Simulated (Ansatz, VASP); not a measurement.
**One calculation of BaZrO3, two programs**

```
Ba Zr O
1.0
     4.22732    0.00015    0.00006
     0.00015    4.22738   -0.00011
     0.00006   -0.00011    4.22745
Ba Zr O
1 1 3
Direct
  0.00008 0.99995 0.99992
  0.50003 0.49996 0.49997
  0.49998 0.00002 0.50009
  0.49992 0.50011 0.00001
  0.99999 0.49997 0.50001
```

Change from the starting cell: structure listed in a database for this formula (Pm-3m, No. 221); cell x1, atoms moved at random (sigma 0.15 Å) and cell strained at random (1.5 %), then relaxed without symmetry.

Alike in both runs: functional PBE; k mesh 4 × 4 × 4; occupations gaussian, width 0.1 eV; no spin polarisation.

Ansatz relaxed the structure, and its values are those at the end. VASP's run is a single point on that final structure, the one shown.

```csv
,VASP,Ansatz
version,VASP 6.6.1,Ansatz 0.2.0
potentials or method,"VASP PAW PBE potentials, release 64 (Ba_sv, Zr_sv, O_h), cutoff 910 eV","scalar-relativistic, plane waves, PAW"
valence electrons in the cell,40,40
```

Ansatz gave:

```
gap on the k mesh at the Fermi level (eV) : 3.17
least direct gap on the mesh (eV)         : 3.40
```

Q: Estimate VASP's values.

A: gap on the k mesh at the Fermi level (eV): 3.13; least direct gap on the mesh (eV): 3.38.

The functional is the same, so the differences come from potentials, cutoffs and numerics.

Spin-orbit coupling is off throughout. Noted on VASP's run: the cutoff is short for stress, so the pressure is rough.
